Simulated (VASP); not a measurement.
Write the native input for VASP 6.6.1 that does the following.

| Property | Result |
| --- | --- |
| Task | single point |
| Functional | LDA |
| Potentials or basis | VASP PAW LDA potentials, release 64 (Sn_d, O) |
| Cutoff | 520 eV |
| k mesh | 6 × 6 × 8 |
| Occupations | gaussian, width 0.05 eV |
| Spin | no spin polarisation |
| Dipole correction | no |
| Further INCAR settings | ALGO = Normal; EDIFF = 1e-06; NBANDS = 35 |

The structure of SnO2 lies in POSCAR:

```
SnO2
1.0
    4.7207174017      0.0000000000      0.0000000000
    0.0000000000      4.7207174017      0.0000000000
    0.0000000000      0.0000000000      3.1887553105
Sn O
2 4
Direct
    0.0000000000      0.0000000000     -0.0131712834
    0.5000000000      0.5000000000      0.5131712834
    0.2344479741      0.3777651251      0.0076632694
    0.2655520259      0.8777651251      0.4923367306
    0.7655520259      0.6222348749      0.0076632694
    0.7344479741      0.1222348749      0.4923367306
```

This cell differs from its parent crystal: atoms displaced along a vibrational mode.

The input as run:

INCAR

```
SYSTEM = SnO2
PREC     = Accurate       ! precision mode
ENCUT    = 520            ! plane-wave cutoff, eV
EDIFF    = 1E-6           ! SCF threshold, eV
ISMEAR   = 0              ! smearing method
SIGMA    = 0.05           ! smearing width, eV
LREAL    = .False.        ! projectors in reciprocal space
LASPH    = .True.         ! aspherical terms in the spheres
NELM     = 100            ! most SCF steps
ALGO     = Normal         ! electronic algorithm
ISIF     = 2              ! what is computed and relaxed
LWAVE    = .False.        ! write WAVECAR
LCHARG   = .False.        ! write CHGCAR
NBANDS   = 35             ! bands
```

KPOINTS

```
regular mesh
0
Gamma
  6 6 8
  0 0 0
```

Potentials or basis: VASP PAW LDA potentials, release 64 (Sn_d, O).

Run with:

```sh
$ cat potpaw_LDA.64/Sn_d/POTCAR potpaw_LDA.64/O/POTCAR > POTCAR
$ mpirun -np 1 vasp_std > vasp.out
```

Results of the run:

The pressure is -7.3 GPa, the largest force is 1.342 eV/Å and the band gap on the k mesh is 1.06 eV (least direct gap 1.08 eV).

Caveat: the cell differs from its parent crystal (atoms displaced along a vibrational mode); the cell stands under tension; spin-orbit coupling is left out, which moves the levels of the heavy elements; forces of over 1 eV/Å act on the atoms, so gaps and moduli don't describe the material at rest.

It took 3.3 min on 1 thread of Intel Xeon 8259CL, on a shared host, peak memory 0.26 GiB.
